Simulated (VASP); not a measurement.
A run of VASP 6.6.1:

The input INCAR:

```
PREC = Accurate
ENCUT = 400
EDIFF = 1E-8
ISMEAR = -1
SIGMA = 0.08
LREAL = False
LASPH = True
NELM = 120
ALGO = Normal
ISIF = 2
LWAVE = False
LCHARG = False
GGA = PE
LEFG = True
NBANDS = 12
GGA_COMPAT = False
```

Contents of KPOINTS:

```
Automatic mesh
0
Gamma
  17 17 17
```

Contents of POSCAR:

```
Ta
1.0
   -1.6512800000      1.6512800000      1.6017416000
    1.6512800000     -1.6512800000      1.6017416000
    1.6512800000      1.6512800000     -1.6017416000
Ta
1
Direct
    0.0000000000      0.0000000000      0.0000000000
```

Potentials or basis: VASP PAW PBE potentials, release 64 (Ta_pv).

Run with:

```sh
$ cat potpaw_PBE.64/Ta_pv/POTCAR > POTCAR
$ mpirun -np 1 vasp_std > vasp.out
```

Hardware: 1 thread of Intel Xeon 6975P-C (shared host).

Question: How long does it take, and how much memory?

Answer: Wall time 24 s on 1 thread of Intel Xeon 6975P-C (shared host), peak memory 0.17 GiB. Counts: scf iterations 14, k points 405.
